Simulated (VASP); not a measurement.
# HfO2 (fluorite type) (Fm-3m) in VASP: notebook, part 2 of 2

VASP 6.6.1.

## 3. Single point, PBE

The input, INCAR:

```
PREC     = Accurate       # precision mode
ENCUT    = 520            # plane-wave cutoff, eV
EDIFF    = 1E-7           # SCF threshold, eV
ISMEAR   = -1             # smearing method
SIGMA    = 0.1            # smearing width, eV
LREAL    = False          # projectors in reciprocal space
LASPH    = True           # aspherical terms in the spheres
NELM     = 80             # most SCF steps
ALGO     = Normal         # electronic algorithm
ISIF     = 2              # what is computed and relaxed
LWAVE    = False          # write WAVECAR
LCHARG   = False          # write CHGCAR
GGA      = PE             # functional
NBANDS   = 18             # bands
```

The input, KPOINTS:

```
Automatic mesh
0
Gamma
  11 11 11
```

The input, POSCAR:

```
HfO2
1.0
    0.0000000000      2.4617323692      2.4617323692
    2.4617323692      0.0000000000      2.4617323692
    2.4617323692      2.4617323692      0.0000000000
Hf O
1 2
Direct
    0.0000000000      0.0000000000      0.0000000000
    0.2500000000      0.2500000000      0.2500000000
    0.7500000000      0.7500000000      0.7500000000
```

Potentials or basis: VASP PAW PBE potentials, release 64 (Hf_pv, O).

Launch:

```bash
$ cat potpaw_PBE.64/Hf_pv/POTCAR potpaw_PBE.64/O/POTCAR > POTCAR
$ mpirun -np 1 vasp_std > vasp.out
```

OUTCAR:

```text
PREC = Accurate
   ENCUT = 520
   EDIFF = 1E-7
   ISMEAR = -1
   LREAL = False
   LASPH = True
   NELM = 80
   ISIF = 2
   GGA = PE

 ion  position               nearest neighbor table
   1  0.000  0.000  0.000-   3 2.13   3 2.13   3 2.13   2 2.13   3 2.13   2 2.13   2 2.13   2 2.13

   2  0.250  0.250  0.250-   1 2.13   1 2.13   1 2.13   1 2.13
   3  0.750  0.750  0.750-   1 2.13   1 2.13   1 2.13   1 2.13

  LATTYP: Found a face centered cubic cell.
 ALAT       =     4.9234647384

  Lattice vectors:

 A1 = (   0.0000000000,   2.4617323692,   2.4617323692)
 A2 = (   2.4617323692,   0.0000000000,   2.4617323692)
 A3 = (   2.4617323692,   2.4617323692,   0.0000000000)

Analysis of symmetry for initial positions (statically):
=====================================================================
 Subroutine PRICEL returns:
 Original cell was already a primitive cell.

 Routine SETGRP: Setting up the symmetry group for a
 face centered cubic supercell.

 Subroutine GETGRP returns: Found 48 space group operations
 (whereof 48 operations were pure point group operations)
 out of a pool of 48 trial point group operations.

The static configuration has the point symmetry O_h .

Analysis of symmetry for dynamics (positions and initial velocities):
=====================================================================
 Subroutine PRICEL returns:
 Original cell was already a primitive cell.

 Routine SETGRP: Setting up the symmetry group for a
 face centered cubic supercell.

 Subroutine GETGRP returns: Found 48 space group operations
 (whereof 48 operations were pure point group operations)
 out of a pool of 48 trial point group operations.

The dynamic configuration has the point symmetry O_h .

 Subroutine INISYM returns: Found 48 space group operations
 (whereof 48 operations are pure point group operations),
 and found     1 'primitive' translations

----------------------------------------------------------------------------------------

                                     Primitive cell

  volume of cell :      29.8368

  direct lattice vectors                    reciprocal lattice vectors
     0.000000000  2.461732369  2.461732369    -0.203109000  0.203109000  0.203109000
     2.461732369  0.000000000  2.461732369     0.203109000 -0.203109000  0.203109000
     2.461732369  2.461732369  0.000000000     0.203109000  0.203109000 -0.203109000

  length of vectors
     3.481415303  3.481415303  3.481415303     0.351795108  0.351795108  0.351795108

  position of ions in fractional coordinates (direct lattice)
     0.000000000  0.000000000  0.000000000
     0.250000000  0.250000000  0.250000000
     0.750000000  0.750000000  0.750000000

  ion indices of the primitive-cell ions
   primitive index   ion index
                 1           1
                 2           2
                 3           3

----------------------------------------------------------------------------------------

 KPOINTS: Automatic mesh

Automatic generation of k-mesh.
 Grid dimensions read from file:
 generate k-points for:   11   11   11

 Generating k-lattice:

  Cartesian coordinates                     Fractional coordinates (reciprocal lattice)
    -0.018464455  0.018464455  0.018464455     0.090909091  0.000000000  0.000000000
     0.018464455 -0.018464455  0.018464455     0.000000000  0.090909091  0.000000000
     0.018464455  0.018464455 -0.018464455     0.000000000  0.000000000  0.090909091

  Length of vectors
     0.031981373  0.031981373  0.031981373

  Shift w.r.t. Gamma in fractional coordinates (k-lattice)
     0.000000000  0.000000000  0.000000000

 Subroutine IBZKPT returns following result:
 ===========================================

 Found     56 irreducible k-points:

 Following reciprocal coordinates:
            Coordinates               Weight
  0.000000  0.000000  0.000000      1.000000
  0.090909  0.000000  0.000000      8.000000
  0.181818  0.000000  0.000000      8.000000
  0.272727  0.000000  0.000000      8.000000
  0.363636  0.000000  0.000000      8.000000
  0.454545  0.000000  0.000000      8.000000
[... 16 lines left out ...]
 -0.272727  0.181818  0.000000     24.000000
 -0.181818  0.181818  0.000000     12.000000
 [... further k-points ...]
   k-points           NKPTS =     56   k-points in BZ     NKDIM =     56   number of bands    NBANDS=     18
   number of dos      NEDOS =    301   number of ions     NIONS =      3
   total plane-waves  NPLWV =  21952
   dimension x,y,z NGX =    28 NGY =   28 NGZ =   28
   dimension x,y,z NGXF=    56 NGYF=   56 NGZF=   56
   ions per type =               1   2
   NGX,Y,Z   is equivalent  to a cutoff of  13.37, 13.37, 13.37 a.u.
   NGXF,Y,Z  is equivalent  to a cutoff of  26.74, 26.74, 26.74 a.u.
 SYSTEM =  unknown system
   PREC   = accura    normal or accurate (medium, high low for compatibility)
   ISTART =      0    job   : 0-new  1-cont  2-samecut
   ICHARG =      2    charge: 1-file 2-atom 10-const
   ISPIN  =      1    spin polarized calculation?
   LNONCOLLINEAR =      F non collinear calculations
   LSORBIT =      F    spin-orbit coupling
   LASPH  =      T    aspherical Exc in radial PAW
   ENCUT  =  520.0 eV  38.22 Ry    6.18 a.u.   6.47  6.47  6.47*2*pi/ulx,y,z
   NELM   =     80;   NELMIN=  2; NELMDL= -5     # of ELM steps
   EDIFF  = 0.1E-06   stopping-criterion for ELM
   LREAL  =      F    real-space projection
   EDIFFG = 0.1E-05   stopping-criterion for IOM
   NSW    =      0    number of steps for IOM
   IBRION =     -1    ionic relax: 0-MD 1-quasi-New 2-CG
   NFREE  =      0    steps in history (QN), initial steepest desc. (CG)
   ISIF   =      2    stress and relaxation
   ISYM   =      2    0-nonsym 1-usesym 2-fastsym
   POTIM  = 0.5000    time-step for ionic-motion
   TEBEG  =    0.0;   TEEND  =   0.0 temperature during run
   PSTRESS=    0.0 pullay stress
   NELECT =      22.0000    total number of electrons
   NUPDOWN=      -1.0000    fix difference up-down
   EMIN   =  10.00;   EMAX   =-10.00  energy-range for DOS
   EFERMI =   0.00;   METHOD = LEGACY
   ISMEAR =    -1;   SIGMA  =   0.10  broadening in eV -4-tet -1-fermi 0-gaus
   EFERMI_NEDOS =   21; number of points for ismear=-14 and -15
   IALGO  =     38    algorithm
   IMIX   =      4    mixing-type and parameters
     AMIX     =   0.40;   BMIX     =  1.00
     AMIX_MAG =   1.60;   BMIX_MAG =  1.00
  volume/ion in A,a.u.               =       9.95        67.12
  Fermi-wavevector in a.u.,A,eV,Ry     =   1.478989  2.794884 29.761492  2.187408
  Thomas-Fermi vector in A             =   2.593202
   LORBIT       =      0    0 simple, 1 ext, 2 COOP (PROOUT), +10 PAW based schemes
   GGA     = PE    functional components
   LHFCALC =     F    Hartree Fock is set to
   AEXX    =    0.0000 exact exchange contribution
   IVDW    =     0    specifies the selected vdW correction
   LEPSILON=     F    determine dielectric tensor
   LRPA    =     F    only Hartree local field effects (RPA)
 non-spin polarized calculation
  energy-cutoff  :      520.00
  volume of cell :       29.84
 maximum number of plane-waves:       821
 NGX is ok and might be reduce to    28
   NGX = 13   NGY = 13   NGZ = 13

 number of electron      22.0000010 magnetization

 Free energy of the ion-electron system (eV)
  ---------------------------------------------------
  ext. energy  EPLUGINS =         0.00000000
  ---------------------------------------------------
  free energy    TOTEN  =       -30.02420141 eV

  energy without entropy =      -30.02420141  energy(sigma->0) =      -30.02420141

 E-fermi :   7.0094     XC(G=0): -12.3171

 val. band max:        5.0226686367   @ k =  -0.4545   0.4545   0.0000
 cond. band min:       9.1436571324   @ k =   0.0000   0.0000   0.0000
 fundamental gap:      4.1209884957
 Fermi energy:         7.0093516342

 k-point     1 :       0.0000    0.0000    0.0000
  band No.  band energies     occupation
      1     -24.2289      2.00000
      2     -24.2289      2.00000
      3     -24.2289      2.00000
      4     -14.2397      2.00000
      5     -10.7502      2.00000
      6      -0.8489      2.00000
[... 10 lines left out ...]
     17      16.6386      0.00000
     18      19.0721      0.00000
[... 466 lines left out ...]
      2     -24.3666      2.00000
      3     -24.2675      2.00000
      4     -13.0609      2.00000
      5     -11.5416      2.00000
      6      -0.3683      2.00000
[... 10 lines left out ...]
     17      15.9391      0.00000
     18      18.9887      0.00000

 [... further k-points ...]

------------------------ aborting loop because EDIFF is reached ----------------------------------------

  FORCE on cell =-STRESS in cart. coord.  units (eV):
  Direction    XX          YY          ZZ          XY          YZ          ZX
  --------------------------------------------------------------------------------------
  -------------------------------------------------------------------------------------
  Total        5.0831187      5.0831187      5.0831187      0.0000000      0.0000000      0.0000000
  in kB      272.9532877    272.9532877    272.9532877      0.0000000      0.0000000      0.0000000
  external PRESSURE =     272.9532877 kB  Pullay stress =       0.0000000 kB

 VOLUME and BASIS-vectors are now :
 -----------------------------------------------------------------------------
  energy-cutoff  :      520.00
  volume of cell :       29.84
      direct lattice vectors                 reciprocal lattice vectors
     0.000000000  2.461732369  2.461732369    -0.203109000  0.203109000  0.203109000
     2.461732369  0.000000000  2.461732369     0.203109000 -0.203109000  0.203109000
     2.461732369  2.461732369  0.000000000     0.203109000  0.203109000 -0.203109000

 POSITION                                       TOTAL-FORCE (eV/Angst)
 -----------------------------------------------------------------------------------
      0.00000      0.00000      0.00000         0.000000     -0.000000      0.000000
      1.23087      1.23087      1.23087         0.000000      0.000000      0.000000
      3.69260      3.69260      3.69260        -0.000000     -0.000000     -0.000000
 -----------------------------------------------------------------------------------
    total drift:                                0.000000      0.000000      0.000000

  FREE ENERGIE OF THE ION-ELECTRON SYSTEM (eV)
  ---------------------------------------------------
  free  energy   TOTEN  =       -30.0242014119 eV

  energy  without entropy=      -30.0242014117  energy(sigma->0) =      -30.02420141
```

It took 39 s on 1 thread of Intel Xeon Platinum 8375C at 2.90GHz (Ice Lake), shared host; peak memory 0.17 GiB.

Results:

* Free energy: -30.0242 eV
* Pressure: 27.3 GPa
* Band gap on the k mesh: 4.12 eV, indirect (least direct gap 4.21 eV)

Levels at points of the mesh, in eV from the valence-band top:
| k point | band 8 | band 9 | band 10 | band 11 | band 12 | band 13 | band 14 | band 15 |
| --- | --- | --- | --- | --- | --- | --- | --- | --- |
| (0.00, 0.00, 0.00) | -5.87 | -0.61 | -0.61 | -0.61 | 4.12 | 4.12 | 6.59 | 11.62 |

Caveat: spin-orbit coupling is left out, which moves the levels of the heavy elements.
